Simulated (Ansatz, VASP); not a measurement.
**One calculation of HfN, two programs**

The input INCAR:

```
  ALGO = Normal
  EDIFF = 1E-6
  ENCUT = 520
  GGA = PE
  ISIF = 2
  ISMEAR = 0
  LASPH = T
  LCHARG = F
  LREAL = F
  LWAVE = F
  NBANDS = 14
  NELM = 60
  PREC = Accurate
  SIGMA = 0.15
```

KPOINTS

```
k-points
0
Gamma
  16 16 16
```

File POSCAR:

```
HfN
1.0
    0.0000000000      2.2738140414      2.2738140414
    2.2738140414      0.0000000000      2.2738140414
    2.2738140414      2.2738140414      0.0000000000
Hf N
1 1
Direct
   -0.0003347749      0.0003347749      0.0003347749
    0.5042659601      0.4957340399      0.4957340399
```

Input for Ansatz:

```yaml
crystal:
  lattice:
    - [0.0, 2.2738140414, 2.2738140414]
    - [2.2738140414, 0.0, 2.2738140414]
    - [2.2738140414, 2.2738140414, 0.0]
  atoms:
    - { symbol: Hf, position: [-0.0003347749, 0.0003347749, 0.0003347749] }
    - { symbol: "N", position: [0.5042659601, 0.4957340399, 0.4957340399] }
basis:
  ecutwfc: 520.0
kpoints:
  mp_grid: { grid: [16, 16, 16] }
hamiltonian:
  xc: pbe
  pseudopotentials: { kind: paw, azcp: { folder: soft_1 } }
scf:
  occupations: { method: gaussian, width: 0.15 }
output:
  forces: true
  stress: true
  eigenvalues: true
```

Change from the starting cell: mode 4 frozen in at -0.019 Å and mode 6 at +0.000 Å (largest displacements).

Alike in both runs: task single point; functional PBE; k mesh 16 × 16 × 16; occupations gaussian, width 0.15 eV; no spin polarisation.

|  | VASP | Ansatz |
| --- | --- | --- |
| version | VASP 6.6.1 | Ansatz 0.2.0 |
| potentials or method | VASP PAW PBE potentials, release 64 (Hf_pv, N), cutoff 520 eV | scalar-relativistic, plane waves, PAW |
| valence electrons in the cell | 15 | 31 |

Ansatz gave:

| Item | Value |
| --- | --- |
| gap on the k mesh at the Fermi level (eV) | none |
| pressure (GPa) | 0.1 |
| traceless stress, the component that is largest in VASP (GPa) | 0.11 |
| rms of the force components (eV/Å) | 0.132 |

Estimate VASP's values.

gap on the k mesh at the Fermi level (eV): none; pressure (GPa): -2.3; traceless stress, the component that is largest in VASP (GPa): 0.11; rms of the force components (eV/Å): 0.132.

Atom by atom the forces differ by 0.000 eV/Å (rms over components). A gap of «none» marks a metal or a gap that the smearing closes. The functional is the same, so the differences come from potentials, cutoffs and numerics. VASP's potentials hold 15 valence electrons a cell and Ansatz's 31, so a difference there can come from the potentials and not from the codes.

Neither program's run includes spin-orbit coupling.
